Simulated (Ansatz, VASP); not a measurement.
# One calculation of CuO, two programs

Contents of INCAR:

```
SYSTEM = CuO
PREC = Accurate
ENCUT = 600
EDIFF = 1E-6
ISMEAR = 0
SIGMA = 0.05
LREAL = .False.
LASPH = .True.
NELM = 200
ALGO = Normal
ISIF = 2
LWAVE = .False.
LCHARG = .True.
ISPIN = 2
MAGMOM = 1 0
LORBIT = 11
LMAXMIX = 4
LDAU = .True.
LDAUTYPE = 2
LDAUL = 2 -1
LDAUU = 6 0
LDAUJ = 0 0
LDAUPRINT = 1
LELF = .True.
LVHAR = .True.
NBANDS = 20
GGA_COMPAT = .False.
```

Contents of KPOINTS:

```
regular mesh
0
Gamma
  8 8 7
  0 0 0
```

The input POSCAR:

```
CuO
1.0
    2.8363251100      0.0000000000      0.0000000000
   -1.4181625500      2.4563296000      0.0000000000
    0.0000000000      0.0000000000      2.7681127800
Cu O
1 1
Direct
    0.0000000000      0.0000000000      0.0000000000
    0.6666666667      0.3333333333      0.5000000000
```

Input for Ansatz:

```yaml
crystal:
  lattice:
    - [2.83632511, 0.0, 0.0]
    - [-1.41816255, 2.4563296, 0.0]
    - [0.0, 0.0, 2.76811278]
  atoms:
    - { symbol: Cu, position: [0.0, 0.0, 0.0], spin: 1.0 }
    - { symbol: O, position: [0.6666666667, 0.3333333333, 0.5] }
basis:
  ecutwfc: 420
  ecutrho_ratio: 4
kpoints:
  mp_grid: { grid: [8, 8, 7] }
hamiltonian:
  xc: lda
  hubbard: { sites: [{ site: 0, l: d, u_eff: 6.0 }] }
scf:
  occupations: { method: gaussian, width: 0.05 }
output:
  forces: true
  stress: true
  eigenvalues: true
  populations: true
  hubbard: { sites: [{ site: 0, l: d }] }
  write_density: true
  write_potential: true
  elf: true
  volumetric_format: npy
magnetization:
  spin_polarized: true
```

Alike in both runs: task single point; functional LDA; k mesh 8 × 8 × 7; occupations gaussian, width 0.05 eV; collinear spin; Hubbard terms Cu d U = 6.0 eV.

|  | VASP | Ansatz |
| --- | --- | --- |
| version | VASP 6.6.1 | Ansatz 0.2.0 |
| potentials or method | VASP PAW LDA potentials, release 64 (Cu, O), cutoff 600 eV | scalar-relativistic, plane waves, PAW |
| valence electrons in the cell | 17 | 25 |

|  | VASP | Ansatz | Ansatz less VASP |
| --- | --- | --- | --- |
| gap on the k mesh at the Fermi level (eV) | none | none | - |
| pressure (GPa) | -18.0 | -10.1 | +7.96 |
| traceless stress, the component that is largest in VASP (GPa) | -8.79 | -6.00 | +2.794 |
| net moment per atom (μB) | 0.50 | 0.50 | -0.001 |
| size of the moment on the site where the two differ most (μB) | 0.50 | 0.61 | +0.102 |

LDA's correlation is that of Perdew and Zunger in VASP and of Perdew and Wang (1992) in Ansatz. Site moments also hang on the region over which each program counts them. The programs project onto different local orbitals, so the same U acts differently, and such runs can settle in different states. A gap of «none» marks a metal or a gap that the smearing closes. VASP's potentials hold 17 valence electrons a cell and Ansatz's 25, so a difference there can come from the potentials and not from the codes. Ansatz's warnings: filled band counts differ across k points.
